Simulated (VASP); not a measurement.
# Na (P6_3/mmc) in VASP: relaxation of cell and atoms with r2SCAN

Aim: the relaxation of cell and atoms of Na with r2SCAN.

Everything below comes from runs of VASP 6.6.1. Logs are shortened: lines on timing, memory, paths and dates and some standing lists are left out, and cuts for length are marked.

**1. The cell of the first run**

Symmetry: P6_3/mmc, No. 194, hexagonal system. Conventional cell: a = 3.689 Å, b = 3.689 Å, c = 6.269 Å, α = 90.00°, β = 90.00°, γ = 120.00°. Na (site symmetry -6m2) has 12 Na at 3.69 to 3.79 Å within 4.8 Å.

**2. Relaxation of cell and atoms, r2SCAN**

The input, POSCAR:

```
Na
1.0
    3.6887707041      0.0000000000      0.0000000000
   -1.8443853520      3.1945691385      0.0000000000
    0.0000000000      0.0000000000      6.2691940000
Na
2
Direct
    0.3333333300      0.6666666700      0.2500000000
    0.6666666700      0.3333333300      0.7500000000
```

The input, INCAR.step1:

```
ALGO = Normal
EDIFF = 1E-4
ENCUT = 600
GGA = PE
ISMEAR = 0
LASPH = T
LCHARG = F
LREAL = F
LWAVE = T
NELM = 100
PREC = Accurate
SIGMA = 0.1
```

The input, INCAR.step2:

```
ALGO = Normal
EDIFF = 1E-6
EDIFFG = -0.005
ENCUT = 600
IBRION = 2
ISIF = 3
ISMEAR = 0
ISTART = 1
LASPH = T
LCHARG = F
LMIXTAU = T
LREAL = F
LWAVE = F
METAGGA = R2SCAN
NELM = 100
NSW = 100
PREC = Accurate
SIGMA = 0.1
```

The input, KPOINTS:

```
k-points
0
Gamma
  15 15 8
```

Potentials or basis: VASP PAW PBE potentials, release 64 (Na_pv).

The run is started by

```bash
$ cat potpaw_PBE.64/Na_pv/POTCAR > POTCAR
$ cp INCAR.step1 INCAR
$ mpirun -np 1 vasp_std > vasp.out
$ cp INCAR.step2 INCAR
$ mpirun -np 1 vasp_std > vasp.out
```

OUTCAR:

```text
EDIFF = 1E-6
   EDIFFG = -0.005
   ENCUT = 600
   IBRION = 2
   ISIF = 3
   ISMEAR = 0
   ISTART = 1
   LASPH = T
   LREAL = F
   METAGGA = R2SCAN
   NELM = 100
   NSW = 100
   PREC = Accurate

 ion  position               nearest neighbor table
   1  0.333  0.667  0.250-
   2  0.667  0.333  0.750-

  LATTYP: Found a hexagonal cell.
 ALAT       =     3.6887707041
 C/A-ratio  =     1.6995347510

  Lattice vectors:

 A1 = (   3.6887707041,   0.0000000000,   0.0000000000)
 A2 = (  -1.8443853520,   3.1945691385,   0.0000000000)
 A3 = (   0.0000000000,   0.0000000000,   6.2691940000)

Analysis of symmetry for initial positions (statically):
=====================================================================
 Subroutine PRICEL returns:
 Original cell was already a primitive cell.

 Routine SETGRP: Setting up the symmetry group for a
 hexagonal supercell.

 Subroutine GETGRP returns: Found 24 space group operations
 (whereof 12 operations were pure point group operations)
 out of a pool of 24 trial point group operations.

The static configuration has the point symmetry D_3d.
 The point group associated with its full space group is D_6h.

Analysis of symmetry for dynamics (positions and initial velocities):
=====================================================================
 Subroutine PRICEL returns:
 Original cell was already a primitive cell.

 Routine SETGRP: Setting up the symmetry group for a
 hexagonal supercell.

 Subroutine GETGRP returns: Found 24 space group operations
 (whereof 12 operations were pure point group operations)
 out of a pool of 24 trial point group operations.

The dynamic configuration has the point symmetry D_3d.
 The point group associated with its full space group is D_6h.

 Subroutine INISYM returns: Found 24 space group operations
 (whereof 12 operations are pure point group operations),
 and found     1 'primitive' translations

----------------------------------------------------------------------------------------

                                     Primitive cell

  volume of cell :      73.8764

  direct lattice vectors                    reciprocal lattice vectors
     3.688770704  0.000000000  0.000000000     0.271093023  0.156515630  0.000000000
    -1.844385352  3.194569138  0.000000000     0.000000000  0.313031259  0.000000000
     0.000000000  0.000000000  6.269194000     0.000000000  0.000000000  0.159510138

  length of vectors
     3.688770704  3.688770704  6.269194000     0.313031259  0.313031259  0.159510138

  position of ions in fractional coordinates (direct lattice)
     0.333333330  0.666666670  0.250000000
     0.666666670  0.333333330  0.750000000

  ion indices of the primitive-cell ions
   primitive index   ion index
                 1           1
                 2           2

----------------------------------------------------------------------------------------

 KPOINTS: k-points

Automatic generation of k-mesh.
 Grid dimensions read from file:
 generate k-points for:   15   15    8

 Generating k-lattice:

  Cartesian coordinates                     Fractional coordinates (reciprocal lattice)
     0.018072868  0.010434375  0.000000000     0.066666667  0.000000000  0.000000000
     0.000000000  0.020868751  0.000000000     0.000000000  0.066666667  0.000000000
     0.000000000  0.000000000  0.019938767     0.000000000  0.000000000  0.125000000

  Length of vectors
     0.020868751  0.020868751  0.019938767

  Shift w.r.t. Gamma in fractional coordinates (k-lattice)
     0.000000000  0.000000000  0.000000000

 Subroutine IBZKPT returns following result:
 ===========================================

 Found    135 irreducible k-points:

 Following reciprocal coordinates:
            Coordinates               Weight
  0.000000  0.000000  0.000000      1.000000
  0.066667  0.000000  0.000000      6.000000
  0.133333  0.000000  0.000000      6.000000
  0.200000  0.000000  0.000000      6.000000
  0.266667  0.000000  0.000000      6.000000
  0.333333 -0.000000  0.000000      6.000000
[... 16 lines left out ...]
  0.333333  0.200000  0.000000     12.000000
  0.400000  0.200000  0.000000      6.000000
 [... further k-points ...]
   k-points           NKPTS =    135   k-points in BZ     NKDIM =    135   number of bands    NBANDS=     11
   number of dos      NEDOS =    301   number of ions     NIONS =      2
   total plane-waves  NPLWV =  45000
   dimension x,y,z NGX =    30 NGY =   30 NGZ =   50
   dimension x,y,z NGXF=    60 NGYF=   60 NGZF=  100
   ions per type =               2
   NGX,Y,Z   is equivalent  to a cutoff of  13.52, 13.52, 13.26 a.u.
   NGXF,Y,Z  is equivalent  to a cutoff of  27.04, 27.04, 26.52 a.u.
 SYSTEM =  unknown system
   PREC   = accura    normal or accurate (medium, high low for compatibility)
   ISTART =      1    job   : 0-new  1-cont  2-samecut
   ICHARG =      0    charge: 1-file 2-atom 10-const
   ISPIN  =      1    spin polarized calculation?
   LNONCOLLINEAR =      F non collinear calculations
   LSORBIT =      F    spin-orbit coupling
   LASPH  =      T    aspherical Exc in radial PAW
   ENCUT  =  600.0 eV  44.10 Ry    6.64 a.u.   7.37  7.37 12.52*2*pi/ulx,y,z
   NELM   =    100;   NELMIN=  2; NELMDL=  0     # of ELM steps
   EDIFF  = 0.1E-05   stopping-criterion for ELM
   LREAL  =      F    real-space projection
   EDIFFG = -.5E-02   stopping-criterion for IOM
   NSW    =    100    number of steps for IOM
   IBRION =      2    ionic relax: 0-MD 1-quasi-New 2-CG
   NFREE  =      1    steps in history (QN), initial steepest desc. (CG)
   ISIF   =      3    stress and relaxation
   ISYM   =      2    0-nonsym 1-usesym 2-fastsym
   POTIM  = 0.5000    time-step for ionic-motion
   TEBEG  =    0.0;   TEEND  =   0.0 temperature during run
   PSTRESS=    0.0 pullay stress
   NELECT =      14.0000    total number of electrons
   NUPDOWN=      -1.0000    fix difference up-down
   EMIN   =  10.00;   EMAX   =-10.00  energy-range for DOS
   EFERMI =   0.00;   METHOD = LEGACY
   ISMEAR =     0;   SIGMA  =   0.10  broadening in eV -4-tet -1-fermi 0-gaus
   EFERMI_NEDOS =   21; number of points for ismear=-14 and -15
   IALGO  =     38    algorithm
   IMIX   =      4    mixing-type and parameters
     AMIX     =   0.40;   BMIX     =  1.00
     AMIX_MAG =   1.60;   BMIX_MAG =  1.00
  volume/ion in A,a.u.               =      36.94       249.27
  Fermi-wavevector in a.u.,A,eV,Ry     =   0.940334  1.776974 12.030661  0.884229
  Thomas-Fermi vector in A             =   2.067736
   LORBIT       =      0    0 simple, 1 ext, 2 COOP (PROOUT), +10 PAW based schemes
   METAGGA = R2SCAN    functional components
   LHFCALC =     F    Hartree Fock is set to
   AEXX    =    0.0000 exact exchange contribution
   IVDW    =     0    specifies the selected vdW correction
   LEPSILON=     F    determine dielectric tensor
   LRPA    =     F    only Hartree local field effects (RPA)
 conjugate gradient relaxation of ions
 non-spin polarized calculation
 Gauss-broadening in eV      SIGMA  =   0.10
  energy-cutoff  :      600.00
  volume of cell :       73.88
 maximum number of plane-waves:      2499
 NGX is ok and might be reduce to    30
   NGX = 15   NGY = 15   NGZ = 25

--------------------------------------- Ionic step        1  -------------------------------------------

 number of electron      13.9999994 magnetization

 Free energy of the ion-electron system (eV)
  ---------------------------------------------------
  ext. energy  EPLUGINS =         0.00000000
  ---------------------------------------------------
  free energy    TOTEN  =        -7.10489142 eV

  energy without entropy =       -7.09965360  energy(sigma->0) =       -7.10227251

------------------------ aborting loop because EDIFF is reached ----------------------------------------

  FORCE on cell =-STRESS in cart. coord.  units (eV):
  Direction    XX          YY          ZZ          XY          YZ          ZX
  --------------------------------------------------------------------------------------
  -------------------------------------------------------------------------------------
  Total        0.1711941      0.1711941     -0.1077170      0.0000000      0.0000000      0.0000000
  in kB        3.7127335      3.7127335     -2.3360889      0.0000000      0.0000000      0.0000000
  external PRESSURE =       1.6964593 kB  Pullay stress =       0.0000000 kB
[... 201 lines left out ...]
  energy  without entropy=       -7.1032137114  energy(sigma->0) =       -7.10604261

--------------------------------------- Ionic step        7  -------------------------------------------

 number of electron      14.0000005 magnetization

 Free energy of the ion-electron system (eV)
  ---------------------------------------------------
  ext. energy  EPLUGINS =         0.00000000
  ---------------------------------------------------
  free energy    TOTEN  =        -7.10910813 eV

  energy without entropy =       -7.10336833  energy(sigma->0) =       -7.10623823

 E-fermi :   0.3291     XC(G=0):  -6.8811

 val. band max:        0.3232402622   @ k =   0.2667   0.0000   0.2500
 cond. band min:       0.3328889619   @ k =   0.2000   0.2000   0.3750
 fundamental gap:      0.0096486996
 Fermi energy:         0.3291310590

 k-point     1 :       0.0000    0.0000    0.0000
  band No.  band energies     occupation
      1     -25.7431      2.00000
      2     -25.7141      2.00000
      3     -25.7139      2.00000
      4     -25.7094      2.00000
      5     -25.7092      2.00000
      6     -25.7092      2.00000
      7      -3.1521      2.00000
      8       0.8062      0.00000
      9       1.4669      0.00000
     10      10.8800      0.00000
     11      10.8801      0.00000
[... 309 lines left out ...]
 k-point    24 :       0.4000    0.2000    0.0000
  band No.  band energies     occupation
      1     -25.7371      2.00000
      2     -25.7320      2.00000
      3     -25.7265      2.00000
      4     -25.7256      2.00000
      5     -25.7198      2.00000
      6     -25.7188      2.00000
      7       0.9377      0.00000
      8       1.1986      0.00000
      9       3.7620      0.00000
     10       4.7611      0.00000
     11       4.8300      0.00000

 [... further k-points ...]
[... 5 lines left out ...]
  --------------------------------------------------------------------------------------
  -------------------------------------------------------------------------------------
  Total        0.0091551      0.0091551      0.0045153      0.0000000      0.0000000     -0.0000000
  in kB        0.1952266      0.1952266      0.0962854      0.0000000      0.0000000     -0.0000000
  external PRESSURE =       0.1622462 kB  Pullay stress =       0.0000000 kB
[... 17 lines left out ...]
  FREE ENERGIE OF THE ION-ELECTRON SYSTEM (eV)
  ---------------------------------------------------
  free  energy   TOTEN  =        -7.1091081321 eV

  energy  without entropy=       -7.1033683315  energy(sigma->0) =       -7.10623823

 reached required accuracy - stopping structural energy minimisation
```

Run time: 21 min. Hardware: 1 thread of AMD EPYC 9R45 (Zen 5), shared host; peak memory 0.25 GiB.

Results:

- Free energy: -7.1091 eV
- Relaxed volume: 37.57 Å³/atom
- Relaxed cell: a = 3.759 Å, b = 3.759 Å, c = 6.140 Å, α = 90.00°, β = 90.00°, γ = 120.00°
- Space group after relaxing (to 0.05 Å): P6_3/mmc (No. 194)
- Energy gained by relaxing: 2.1 meV/atom
- Ionic steps: 7
- Pressure after relaxing: 0.0 GPa
- Band gap on the k mesh: zero (band 7 reaches 2.46 eV, above the bottom of band 8 at -2.06 eV)

The path:
| step | energy change (eV) | largest force (eV/Å) | pressure (GPa) | volume (Å³) |
| --- | --- | --- | --- | --- |
| 1 | 0.0000 | 0.0000 | 0.17 | 73.88 |
| 2 | -0.0014 | 0.0000 | 0.12 | 74.29 |
| 3 | -0.0038 | 0.0000 | 0.01 | 75.54 |
| 4 | -0.0038 | 0.0000 | -0.07 | 76.01 |
| 5 | -0.0038 | 0.0000 | -0.06 | 75.93 |
| 6 | -0.0040 | 0.0000 | -0.04 | 75.70 |
| 7 | -0.0042 | 0.0000 | 0.02 | 75.13 |

Final structure:
```yaml
crystal:
  lattice:
    - [3.75908, 0.00000, 0.00000]
    - [-1.87954, 3.25546, 0.00000]
    - [0.00000, 0.00000, 6.13960]
  atoms:
    - { symbol: Na, position: [0.33333, 0.66667, 0.25000] }
    - { symbol: Na, position: [0.66667, 0.33333, 0.75000] }
```

Caveat: the PAW data sets were made with another functional, which shifts forces and pressure a little.
